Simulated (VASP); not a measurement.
Input of a VASP 6.6.1 run:

Contents of INCAR:

```
ALGO = Normal
DIPOL = 0.5 0.5 0.227
EDIFF = 1E-6
ENCUT = 520
GGA = PE
IDIPOL = 3
ISIF = 2
ISMEAR = 0
IVDW = 12
LASPH = True
LCHARG = True
LDIPOL = True
LELF = True
LREAL = False
LVACPOTAV = True
LVHAR = True
LWAVE = False
NBANDS = 28
NELM = 100
PREC = Accurate
SIGMA = 0.1
```

Contents of KPOINTS:

```
k-points
0
Gamma
  6 6 1
```

File POSCAR:

```
HC4
1.0
    4.9313048819      0.0000000000      0.0000000000
   -2.4656524409      4.2706353015      0.0000000000
    0.0000000000      0.0000000000     18.0000331942
C H
8 2
Direct
    0.3333333333      0.1666666667      0.2222236565
    0.3333333333      0.6666666667      0.2222236565
    0.8333333333      0.1666666667      0.2222236565
    0.8333333333      0.6666666667      0.2222236565
    0.1666666667      0.3333333333      0.2222218124
    0.1666666667      0.8333333333      0.2222218124
    0.6666666667      0.3333333333      0.2222218124
    0.6666666667      0.8333333333      0.2222218124
    0.1067198858      0.1666666667      0.2472236104
    0.5599467808      0.1666666667      0.2472236104
```

Potentials or basis: VASP PAW PBE potentials, release 64 (C, H).

The run is started by

```bash
$ cat potpaw_PBE.64/C/POTCAR potpaw_PBE.64/H/POTCAR > POTCAR
$ mpirun -np 1 vasp_std > vasp.out
```

(1) What does it give for the largest force?

(2) What does it give for the dispersion energy per atom?

Answers

(1) 19.790 eV/Å.

(2) -0.077 eV.
